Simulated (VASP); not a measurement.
Runs of VASP 6.6.1 on W. The structure is that of space group Fm-3m (No. 225), or close to it. The cells are those of the table. 

```tsv
cell	gap on the mesh (eV)	pressure (GPa)
a = 2.936, b = 2.936, c = 2.957 Å, angles 59.8, 59.8, 60.5°, 1 atom	none	-27.9
a = 2.806, b = 2.806, c = 2.828 Å, angles 59.7, 59.7, 60.5°, 1 atom	none	(a)
a = 2.872, b = 2.872, c = 2.785 Å, angles 61.0, 61.0, 58.0°, 1 atom	none	-3.8
a = 2.828, b = 2.828, c = 2.871 Å, angles 59.5, 59.5, 61.0°, 1 atom	none	-4.0
a = 2.828, b = 2.828, c = 2.785 Å, angles 60.5, 60.5, 59.0°, 1 atom	none	5.3
a = 2.849, b = 2.849, c = 2.828 Å, angles 60.3, 60.3, 59.5°, 1 atom	none	-4.0
```

Alike in all rows: task single point; level PBEsol; potentials or basis VASP PAW PBE potentials, release 64 (W_sv); no spin polarisation; k mesh 20 × 20 × 20; cutoff (eV) 520; smearing gaussian 0.15 eV.

Q: Fill in the values left out.

A: (a) 5.2.

Caveats: the PAW data sets were made with another functional, which shifts forces and pressure a little; spin-orbit coupling is left out, which moves the levels of the heavy elements.

A k mesh can miss the band edges, and the runs leave out spin-orbit coupling on W.

A gap of «none» marks levels without a gap at the run's occupations.
